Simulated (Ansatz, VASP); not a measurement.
**Two plane-wave programs on Sb2As**

```
Sb As
1.0
     0.00000    3.49059    3.49059
     3.49059    0.00000    3.49059
     3.49059    3.49059    0.00000
Sb As
2 1
Direct
  0.25000 0.25000 0.25000
  0.75000 0.75000 0.75000
  0.00000 0.00000 0.00000
```

Alike in both runs: functional PBE; k mesh 12 × 12 × 12; occupations gaussian, width 0.1 eV; no spin polarisation.

Ansatz relaxed the structure, and its values are those at the end. VASP's run is a single point on that final structure, the one shown.

|  | VASP | Ansatz |
| --- | --- | --- |
| version | VASP 6.6.1 | Ansatz 0.2.0 |
| potentials or method | VASP PAW PBE potentials, release 64 (Sb, As), cutoff 520 eV | scalar-relativistic, plane waves, PAW |
| valence electrons in the cell | 15 | 45 |

|  | VASP | Ansatz | Ansatz less VASP |
| --- | --- | --- | --- |
| gap on the k mesh at the Fermi level (eV) | none | none | - |
| pressure (GPa) | -0.1 | 0.0 | +0.06 |

A gap of «none» marks a metal or a gap that the smearing closes. VASP's potentials hold 15 valence electrons a cell and Ansatz's 45, so a difference there can come from the potentials and not from the codes.

Spin-orbit coupling is off throughout.
